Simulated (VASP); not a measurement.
Here is a VASP 6.6.1 calculation.

The input INCAR:

```
SYSTEM = K
PREC     = Accurate       ! precision mode
ENCUT    = 520            ! plane-wave cutoff, eV
EDIFF    = 1E-6           ! SCF threshold, eV
ISMEAR   = -1             ! smearing method
SIGMA    = 0.2            ! smearing width, eV
LREAL    = .False.        ! projectors in reciprocal space
LASPH    = .True.         ! aspherical terms in the spheres
NELM     = 100            ! most SCF steps
ALGO     = Normal         ! electronic algorithm
ISIF     = 2              ! what is computed and relaxed
LWAVE    = .False.        ! write WAVECAR
LCHARG   = .False.        ! write CHGCAR
GGA      = PE             ! functional
NBANDS   = 10             ! bands
```

The input KPOINTS:

```
regular mesh
0
Gamma
  9 9 9
  0 0 0
```

The input POSCAR:

```
K
1.0
   -2.6417142217      2.6417142217      2.6417142217
    2.6417142217     -2.6417142217      2.6417142217
    2.6417142217      2.6417142217     -2.6417142217
K
1
Direct
    0.0000000000      0.0000000000      0.0000000000
```

Potentials or basis: VASP PAW PBE potentials, release 64 (K_sv).

Launch:

```console
$ cat potpaw_PBE.64/K_sv/POTCAR > POTCAR
$ mpirun -np 1 vasp_std > vasp.out
```

Q: Estimate the pressure.

A: 0.0 GPa.
